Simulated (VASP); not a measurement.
Mg9O8 (a cell with a defect): relaxation of the atoms with PBE

Mg9O8 (a cell with a defect):

```
CELL_PARAMETERS angstrom
0.00000 4.21600 4.21600
4.21600 0.00000 4.21600
4.21600 4.21600 0.00000
ATOMIC_POSITIONS crystal
Mg 0.00000 0.00000 0.00000
Mg 0.00000 0.00000 0.50000
Mg 0.00000 0.50000 0.00000
Mg 0.00000 0.50000 0.50000
Mg 0.50000 0.00000 0.00000
Mg 0.50000 0.00000 0.50000
Mg 0.50000 0.50000 0.00000
Mg 0.50000 0.50000 0.50000
Mg 0.63627 0.12007 0.12688
O 0.25000 0.25000 0.25000
O 0.25000 0.25000 0.75000
O 0.25000 0.75000 0.25000
O 0.25000 0.75000 0.75000
O 0.75000 0.25000 0.25000
O 0.75000 0.25000 0.75000
O 0.75000 0.75000 0.25000
O 0.75000 0.75000 0.75000
```

```json
{
 "Program": "VASP 6.6.1",
 "Task": "relaxation of the atoms",
 "Functional": "PBE",
 "Potentials or basis": "VASP PAW PBE potentials, release 64 (Mg, O)",
 "Cutoff": "520 eV",
 "k mesh": "2 × 2 × 2",
 "Occupations": "gaussian, width 0.02 eV",
 "Spin": "no spin polarisation",
 "Dipole correction": "no",
 "Further INCAR settings": "LREAL = Auto; ALGO = Normal; EDIFF = 1e-06; IBRION = 2; EDIFFG = -0.03; NSW = 80"
}
```

```
Energy gained by relaxing    : 359.8 meV/atom
Ionic steps                  : 24
Pressure after relaxing      : 41.8 GPa
Largest force after relaxing : 0.028 eV/Å
Band gap on the k mesh       : zero (bands 33 and 34 overlap by 0.49 eV)
```

Forces in eV/Å, atoms in the order of the input:
```
Mg  -0.007 -0.009  0.013
Mg   0.007 -0.001 -0.011
Mg   0.005 -0.003 -0.010
Mg   0.025  0.010  0.007
Mg  -0.021 -0.006 -0.009
Mg   0.005 -0.003  0.000
Mg  -0.002  0.012  0.010
Mg  -0.003  0.014 -0.004
Mg  -0.006 -0.020 -0.013
O   -0.007  0.022  0.009
O    0.003  0.008  0.000
O    0.001 -0.002  0.001
O   -0.002  0.004 -0.002
O   -0.001 -0.014  0.005
O   -0.003  0.009  0.007
O   -0.002 -0.009  0.003
O    0.009 -0.011 -0.006
```

Stress tensor (GPa, compression positive):
```
42.68 -0.16 -0.61
-0.16 40.07  0.08
-0.61  0.08 42.65
```

Step by step:
| step | energy change (eV) | largest force (eV/Å) | pressure (GPa) |
| --- | --- | --- | --- |
| 1 | 0.0000 | 11.1348 | 46.24 |
| 2 | -2.4879 | 9.6935 | 52.71 |
| 3 | -5.7983 | 1.0202 | 44.90 |
| 4 | -6.0014 | 0.5819 | 43.50 |
| 5 | -6.0211 | 0.9170 | 43.07 |
| 6 | -6.0667 | 0.5137 | 42.27 |
| 7 | -6.0695 | 0.3114 | 42.43 |
| 8 | -6.0911 | 0.1685 | 42.19 |
| 9 | -6.0958 | 0.1084 | 42.08 |
| 10 | -6.0958 | 0.1119 | 42.07 |
| 11 | -6.0977 | 0.1181 | 41.97 |
| 12 | -6.0978 | 0.1462 | 41.95 |
| 13 | -6.0995 | 0.1254 | 41.91 |
| 14 | -6.1022 | 0.1558 | 41.82 |
| 15 | -6.1045 | 0.1305 | 41.84 |
| 16 | -6.1080 | 0.1933 | 41.90 |
| 17 | -6.1100 | 0.1398 | 41.89 |
| 18 | -6.1128 | 0.1112 | 41.84 |
| 19 | -6.1145 | 0.0744 | 41.84 |
| 20 | -6.1155 | 0.1001 | 41.84 |
| 21 | -6.1162 | 0.0392 | 41.84 |
| 22 | -6.1163 | 0.0463 | 41.84 |
| 23 | -6.1168 | 0.0315 | 41.82 |
| 24 | -6.1170 | 0.0280 | 41.80 |

Final structure:
```
Mg O
1.0
     0.00000    4.21600    4.21600
     4.21600    0.00000    4.21600
     4.21600    4.21600    0.00000
Mg O
9 8
Direct
  0.07707 0.97451 0.97392
  0.99762 0.00117 0.49709
  0.00159 0.50232 0.99384
  0.99747 0.50375 0.49692
  0.48336 0.97984 0.98272
  0.47582 0.97542 0.57344
  0.48301 0.55517 0.98238
  0.49282 0.50276 0.50186
  0.64129 0.11154 0.13721
  0.25211 0.25315 0.24149
  0.24243 0.27324 0.74200
  0.24481 0.74265 0.26974
  0.24247 0.74232 0.74207
  0.74676 0.27412 0.24949
  0.74084 0.25460 0.74974
  0.74629 0.73094 0.24881
  0.77054 0.74257 0.74415
```

Levels at points of the mesh, in eV from the Fermi level:
| k point | band 29 | band 30 | band 31 | band 32 | band 33 | band 34 | band 35 | band 36 | band 37 | band 38 |
| --- | --- | --- | --- | --- | --- | --- | --- | --- | --- | --- |
| (0.00, 0.00, 0.00) | -7.16 | -6.76 | -6.74 | -6.69 | -2.40 | -0.06 | 0.66 | 0.80 | 0.90 | 1.49 |
| (0.50, 0.00, 0.00) | -7.08 | -7.03 | -7.00 | -6.98 | -0.32 | -0.20 | 1.28 | 1.66 | 2.17 | 2.51 |
| (0.00, 0.50, 0.00) | -7.12 | -7.07 | -6.92 | -6.91 | -0.38 | 0.06 | 1.18 | 1.58 | 2.17 | 2.93 |
| (0.00, 0.00, 0.50) | -7.07 | -7.03 | -6.99 | -6.97 | -0.34 | -0.18 | 1.24 | 1.67 | 2.21 | 2.57 |
| (0.50, 0.50, 0.50) | -7.13 | -7.07 | -6.92 | -6.91 | -0.38 | 0.06 | 1.18 | 1.58 | 2.16 | 2.93 |
| (0.50, 0.50, 0.00) | -7.33 | -7.30 | -7.21 | -7.11 | 0.29 | 0.48 | 1.50 | 1.99 | 2.21 | 3.05 |
| (0.00, 0.50, 0.50) | -7.33 | -7.30 | -7.21 | -7.11 | 0.29 | 0.47 | 1.50 | 2.00 | 2.21 | 3.05 |
| (0.50, 0.00, 0.50) | -7.37 | -7.31 | -7.21 | -7.14 | 0.15 | 0.70 | 1.48 | 1.66 | 2.39 | 2.97 |

It took 21 min on 1 thread of Intel(R) Xeon(R) 6975P-C (Granite Rapids), on a shared host, peak memory 0.34 GiB.

Caveat: the k points lie up to 0.65 Å⁻¹ apart.
